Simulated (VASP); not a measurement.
# PbS (Amm2) in VASP: a series of runs

PbS is run at these levels: PBEsol; tasks: single point.

Program: VASP 6.6.1. These are calculated values, not measurements. Logs are shortened: lines on timing, memory, paths and dates and some standing lists are left out, and cuts for length are marked.

### 1 The cell of the first run

It takes space group Amm2 (No. 38, orthorhombic). Conventional cell: a = 4.070 Å, b = 11.380 Å, c = 11.147 Å, α = 90.00°, β = 90.00°, γ = 90.00°. Within 3.7 Å of Pb (site symmetry m) lie 5 S at 2.81 to 3.14 Å and 1 Pb at 3.69 Å. Pb (site symmetry mm2) has 4 S at 2.81 to 2.89 Å within 3.7 Å. Pb (site symmetry mm2) has 6 S at 2.91 to 3.13 Å within 3.8 Å. Within 4.1 Å of S (site symmetry m) lie 5 Pb at 2.85 to 3.13 Å and 4 S at 3.90 to 4.07 Å. Within 3.7 Å of S (site symmetry mm2) lie 4 Pb at 2.81 Å. S (site symmetry mm2) has 6 Pb at 2.91 to 3.14 Å within 3.8 Å.

### 2 Single point, PBEsol

INCAR reads:

```
SYSTEM = PbS
PREC     = Accurate       ! precision mode
ENCUT    = 500            ! plane-wave cutoff, eV
EDIFF    = 1E-6           ! SCF threshold, eV
ISMEAR   = 0              ! smearing method
SIGMA    = 0.01           ! smearing width, eV
LREAL    = .False.        ! projectors in reciprocal space
LASPH    = .True.         ! aspherical terms in the spheres
NELM     = 120            ! most SCF steps
ALGO     = Normal         ! electronic algorithm
ISIF     = 2              ! what is computed and relaxed
LWAVE    = .False.        ! write WAVECAR
LCHARG   = .True.         ! write CHGCAR
GGA      = PS             ! functional
LELF     = .True.         ! ELF
LVHAR    = .True.       
NBANDS   = 50             ! bands
GGA_COMPAT= .False.
```

KPOINTS reads:

```
Automatic mesh
0
Gamma
  4 2 2
  0 0 0
```

POSCAR reads:

```
PbS
1.0
    4.0699280000      0.0000000000      0.0000000000
    0.0000000000      5.6898180000     -5.5735990000
    0.0000000000      5.6898180000      5.5735990000
Pb S
4 4
Direct
    0.0000000000      0.6608510000      0.6631130000
    0.0000000000      0.3368870000      0.3391490000
    0.5000000000      0.8626130000      0.1373870000
    0.0000000000      0.1762690000      0.8237310000
    0.5000000000      0.8821480000      0.7748220000
    0.5000000000      0.2251780000      0.1178520000
    0.0000000000      0.6891040000      0.3108960000
    0.5000000000      0.3627490000      0.6372510000
```

Potentials or basis: VASP PAW PBE potentials, release 64 (Pb_d, S).

The run is started by

```sh
cat potpaw_PBE.64/Pb_d/POTCAR potpaw_PBE.64/S/POTCAR > POTCAR
mpirun -np 1 vasp_std > vasp.out
```

OUTCAR:

```text
SYSTEM = PbS
   PREC = Accurate
   ENCUT = 500
   EDIFF = 1E-6
   ISMEAR = 0
   LREAL = .False.
   LASPH = .True.
   NELM = 120
   ISIF = 2
   GGA = PS

 ion  position               nearest neighbor table
   1  0.000  0.661  0.663-   7 2.81   5 2.85   5 2.85   8 3.14   8 3.14   2 3.69   4 4.04
   2  0.000  0.337  0.339-   7 2.81   6 2.85   6 2.85   8 3.14   8 3.14   1 3.69   4 4.04
   3  0.500  0.863  0.137-   7 2.81   7 2.81   5 2.89   6 2.89   4 4.05   4 4.05
   4  0.000  0.176  0.824-   8 2.91   8 2.91   5 3.13   5 3.13   6 3.13   6 3.13   1 4.04   2 4.04
                             3 4.05   3 4.05
   5  0.500  0.882  0.775-   1 2.85   1 2.85   3 2.89   4 3.13   4 3.13
   6  0.500  0.225  0.118-   2 2.85   2 2.85   3 2.89   4 3.13   4 3.13
   7  0.000  0.689  0.311-   3 2.81   3 2.81   1 2.81   2 2.81
   8  0.500  0.363  0.637-   4 2.91   4 2.91   1 3.14   1 3.14   2 3.14   2 3.14

  LATTYP: Found a base centered orthorhombic cell.
 ALAT       =    11.1471980000
 B/A-ratio  =     1.0208516974
 C/A-ratio  =     0.3651077159

  Lattice vectors:

 A1 = (   0.0000000000,  -5.6898180000,  -5.5735990000)
 A2 = (   0.0000000000,   5.6898180000,  -5.5735990000)
 A3 = (   4.0699280000,   0.0000000000,   0.0000000000)

Analysis of symmetry for initial positions (statically):
=====================================================================
 Subroutine PRICEL returns:
 Original cell was already a primitive cell.

 Routine SETGRP: Setting up the symmetry group for a
 base centered orthorhombic supercell.

 Subroutine GETGRP returns: Found  4 space group operations
 (whereof  4 operations were pure point group operations)
 out of a pool of  8 trial point group operations.

The static configuration has the point symmetry C_2v.

Analysis of symmetry for dynamics (positions and initial velocities):
=====================================================================
 Subroutine PRICEL returns:
 Original cell was already a primitive cell.

 Routine SETGRP: Setting up the symmetry group for a
 base centered orthorhombic supercell.

 Subroutine GETGRP returns: Found  4 space group operations
 (whereof  4 operations were pure point group operations)
 out of a pool of  8 trial point group operations.

The dynamic configuration has the point symmetry C_2v.

 Subroutine INISYM returns: Found  4 space group operations
 (whereof  4 operations are pure point group operations),
 and found     1 'primitive' translations

----------------------------------------------------------------------------------------

                                     Primitive cell

  volume of cell :     258.1373

  direct lattice vectors                    reciprocal lattice vectors
     4.069928000  0.000000000  0.000000000     0.245704592  0.000000000  0.000000000
     0.000000000  5.689818000 -5.573599000     0.000000000  0.087876273 -0.089708642
     0.000000000  5.689818000  5.573599000     0.000000000  0.087876273  0.089708642

  length of vectors
     4.069928000  7.964862503  7.964862503     0.245704592  0.125578182  0.125578182

  position of ions in fractional coordinates (direct lattice)
     0.000000000  0.660851000  0.663113000
     0.000000000  0.336887000  0.339149000
     0.500000000  0.862613000  0.137387000
     0.000000000  0.176269000  0.823731000
     0.500000000  0.882148000  0.774822000
     0.500000000  0.225178000  0.117852000
     0.000000000  0.689104000  0.310896000
     0.500000000  0.362749000  0.637251000

  ion indices of the primitive-cell ions
   primitive index   ion index
                 1           1
                 2           2
                 3           3
                 4           4
                 5           5
                 6           6
                 7           7
                 8           8

----------------------------------------------------------------------------------------

 KPOINTS: Automatic mesh

Automatic generation of k-mesh.
 Grid dimensions read from file:
 generate k-points for:    4    2    2

 Generating k-lattice:

  Cartesian coordinates                     Fractional coordinates (reciprocal lattice)
     0.061426148  0.000000000  0.000000000     0.250000000  0.000000000  0.000000000
     0.000000000  0.043938137 -0.044854321     0.000000000  0.500000000  0.000000000
     0.000000000  0.043938137  0.044854321     0.000000000  0.000000000  0.500000000

  Length of vectors
     0.061426148  0.062789091  0.062789091

  Shift w.r.t. Gamma in fractional coordinates (k-lattice)
     0.000000000  0.000000000  0.000000000

 Subroutine IBZKPT returns following result:
 ===========================================

 Found      9 irreducible k-points:

 Following reciprocal coordinates:
            Coordinates               Weight
  0.000000  0.000000  0.000000      1.000000
  0.250000  0.000000  0.000000      2.000000
  0.500000  0.000000  0.000000      1.000000
  0.000000  0.500000  0.000000      2.000000
  0.250000  0.500000  0.000000      4.000000
  0.500000  0.500000  0.000000      2.000000
  0.000000  0.500000  0.500000      1.000000
  0.250000  0.500000  0.500000      2.000000
  0.500000  0.500000  0.500000      1.000000
   k-points           NKPTS =      9   k-points in BZ     NKDIM =      9   number of bands    NBANDS=     50
   number of dos      NEDOS =    301   number of ions     NIONS =      8
   total plane-waves  NPLWV = 108000
   dimension x,y,z NGX =    30 NGY =   60 NGZ =   60
   dimension x,y,z NGXF=    60 NGYF=  120 NGZF=  120
   ions per type =               4   4
   NGX,Y,Z   is equivalent  to a cutoff of  12.25, 12.52, 12.52 a.u.
   NGXF,Y,Z  is equivalent  to a cutoff of  24.51, 25.05, 25.05 a.u.
 SYSTEM =  PbS
   PREC   = accura    normal or accurate (medium, high low for compatibility)
   ISTART =      0    job   : 0-new  1-cont  2-samecut
   ICHARG =      2    charge: 1-file 2-atom 10-const
   ISPIN  =      1    spin polarized calculation?
   LNONCOLLINEAR =      F non collinear calculations
   LSORBIT =      F    spin-orbit coupling
   LASPH  =      T    aspherical Exc in radial PAW
   ENCUT  =  500.0 eV  36.75 Ry    6.06 a.u.   7.42 14.52 14.52*2*pi/ulx,y,z
   NELM   =    120;   NELMIN=  2; NELMDL= -5     # of ELM steps
   EDIFF  = 0.1E-05   stopping-criterion for ELM
   LREAL  =      F    real-space projection
   EDIFFG = 0.1E-04   stopping-criterion for IOM
   NSW    =      0    number of steps for IOM
   IBRION =     -1    ionic relax: 0-MD 1-quasi-New 2-CG
   NFREE  =      0    steps in history (QN), initial steepest desc. (CG)
   ISIF   =      2    stress and relaxation
   ISYM   =      2    0-nonsym 1-usesym 2-fastsym
   POTIM  = 0.5000    time-step for ionic-motion
   TEBEG  =    0.0;   TEEND  =   0.0 temperature during run
   PSTRESS=    0.0 pullay stress
   NELECT =      80.0000    total number of electrons
   NUPDOWN=      -1.0000    fix difference up-down
   EMIN   =  10.00;   EMAX   =-10.00  energy-range for DOS
   EFERMI =   0.00;   METHOD = LEGACY
   ISMEAR =     0;   SIGMA  =   0.01  broadening in eV -4-tet -1-fermi 0-gaus
   EFERMI_NEDOS =   21; number of points for ismear=-14 and -15
   IALGO  =     38    algorithm
   IMIX   =      4    mixing-type and parameters
     AMIX     =   0.40;   BMIX     =  1.00
     AMIX_MAG =   1.60;   BMIX_MAG =  1.00
  volume/ion in A,a.u.               =      32.27       217.75
  Fermi-wavevector in a.u.,A,eV,Ry     =   1.107868  2.093566 16.699393  1.227371
  Thomas-Fermi vector in A             =   2.244387
   LORBIT       =      0    0 simple, 1 ext, 2 COOP (PROOUT), +10 PAW based schemes
   GGA     = PS    functional components
   LHFCALC =     F    Hartree Fock is set to
   AEXX    =    0.0000 exact exchange contribution
   IVDW    =     0    specifies the selected vdW correction
   LEPSILON=     F    determine dielectric tensor
   LRPA    =     F    only Hartree local field effects (RPA)
 non-spin polarized calculation
 Gauss-broadening in eV      SIGMA  =   0.01
  energy-cutoff  :      500.00
  volume of cell :      258.14
 maximum number of plane-waves:      6569
 NGX is ok and might be reduce to    30
   NGX = 15   NGY = 29   NGZ = 29

 number of electron      79.9999989 magnetization

 Free energy of the ion-electron system (eV)
  ---------------------------------------------------
  ext. energy  EPLUGINS =         0.00000000
  ---------------------------------------------------
  free energy    TOTEN  =       -36.11146910 eV

  energy without entropy =      -36.11146910  energy(sigma->0) =      -36.11146910

 E-fermi :   3.7614     XC(G=0):  -8.6578

 val. band max:        3.6552689994   @ k =   0.5000   0.0000   0.0000
 cond. band min:       4.1168079564   @ k =   0.5000   0.0000   0.0000
 fundamental gap:      0.4615389570
 Fermi energy:         3.7614495624

 k-point     1 :       0.0000    0.0000    0.0000
  band No.  band energies     occupation
      1     -13.2491      2.00000
      2     -13.1717      2.00000
      3     -13.1541      2.00000
      4     -13.1484      2.00000
      5     -13.1432      2.00000
      6     -13.1400      2.00000
[... 42 lines left out ...]
     49       7.4871      0.00000
     50       7.6808      0.00000

 k-point     2 :       0.2500    0.0000    0.0000
  band No.  band energies     occupation
      1     -13.2207      2.00000
      2     -13.1821      2.00000
      3     -13.1800      2.00000
      4     -13.1517      2.00000
      5     -13.1330      2.00000
      6     -13.1180      2.00000
[... 42 lines left out ...]
     49       7.7382      0.00000
     50       7.8480      0.00000

 k-point     3 :       0.5000    0.0000    0.0000
  band No.  band energies     occupation
      1     -13.2217      2.00000
      2     -13.1924      2.00000
      3     -13.1762      2.00000
      4     -13.1523      2.00000
      5     -13.1411      2.00000
      6     -13.1246      2.00000
[... 307 lines left out ...]
     49       7.8523      0.00000
     50       8.2584      0.00000

 k-point     9 :       0.5000    0.5000    0.5000
  band No.  band energies     occupation
      1     -13.2225      2.00000
      2     -13.1925      2.00000
      3     -13.1750      2.00000
      4     -13.1506      2.00000
      5     -13.1286      2.00000
      6     -13.1234      2.00000
[... 42 lines left out ...]
     49       7.4894      0.00000
     50       7.7428      0.00000

------------------------ aborting loop because EDIFF is reached ----------------------------------------

  FORCE on cell =-STRESS in cart. coord.  units (eV):
  Direction    XX          YY          ZZ          XY          YZ          ZX
  --------------------------------------------------------------------------------------
  -------------------------------------------------------------------------------------
  Total       -3.0322412     -2.7913368     -2.9290745      0.0000000      0.0000000      0.0000000
  in kB      -18.8201687    -17.3249504    -18.1798452      0.0000000      0.0000000      0.0000000
  external PRESSURE =     -18.1083214 kB  Pullay stress =       0.0000000 kB

 VOLUME and BASIS-vectors are now :
 -----------------------------------------------------------------------------
  energy-cutoff  :      500.00
  volume of cell :      258.14
      direct lattice vectors                 reciprocal lattice vectors
     4.069928000  0.000000000  0.000000000     0.245704592  0.000000000  0.000000000
     0.000000000  5.689818000 -5.573599000     0.000000000  0.087876273 -0.089708642
     0.000000000  5.689818000  5.573599000     0.000000000  0.087876273  0.089708642

 POSITION                                       TOTAL-FORCE (eV/Angst)
 -----------------------------------------------------------------------------------
      0.00000      7.53311      0.01261         0.000000     -0.052574     -0.008389
      0.00000      3.84652      0.01261         0.000000      0.052574     -0.008389
      2.03496      5.68982     -4.04212         0.000000      0.000000     -0.031380
      0.00000      5.68982      3.60869         0.000000      0.000000      0.039345
      2.03496      9.42786     -0.59819         0.000000      0.028462     -0.045575
      2.03496      1.95178     -0.59819         0.000000     -0.028462     -0.045575
      0.00000      5.68982     -2.10798         0.000000      0.000000      0.087011
      2.03496      5.68982      1.52996         0.000000      0.000000      0.012951
 -----------------------------------------------------------------------------------
    total drift:                                0.000000      0.000001      0.001021

  FREE ENERGIE OF THE ION-ELECTRON SYSTEM (eV)
  ---------------------------------------------------
  free  energy   TOTEN  =       -36.1114690978 eV

  energy  without entropy=      -36.1114690978  energy(sigma->0) =      -36.11146910
```

Run time: 2.2 min. Hardware: 1 thread of Intel Xeon Platinum 8259CL at 2.50GHz (Skylake/Cascade Lake), shared host; peak memory 0.34 GiB.

What came out:

```
Free energy            : -36.1115 eV
Pressure               : -1.8 GPa
Largest force          : 0.087 eV/Å
Band gap on the k mesh : 0.46 eV
```

Forces on the atoms (eV/Å):
```
Pb   0.000 -0.053 -0.008
Pb   0.000  0.053 -0.008
Pb   0.000  0.000 -0.031
Pb   0.000  0.000  0.039
S    0.000  0.028 -0.046
S    0.000 -0.028 -0.046
S    0.000  0.000  0.087
S    0.000  0.000  0.013
```

Caveat: the PAW data sets were made with another functional, which shifts forces and pressure a little; spin-orbit coupling is left out, which moves the levels of the heavy elements.

[end of part 1 of 2]
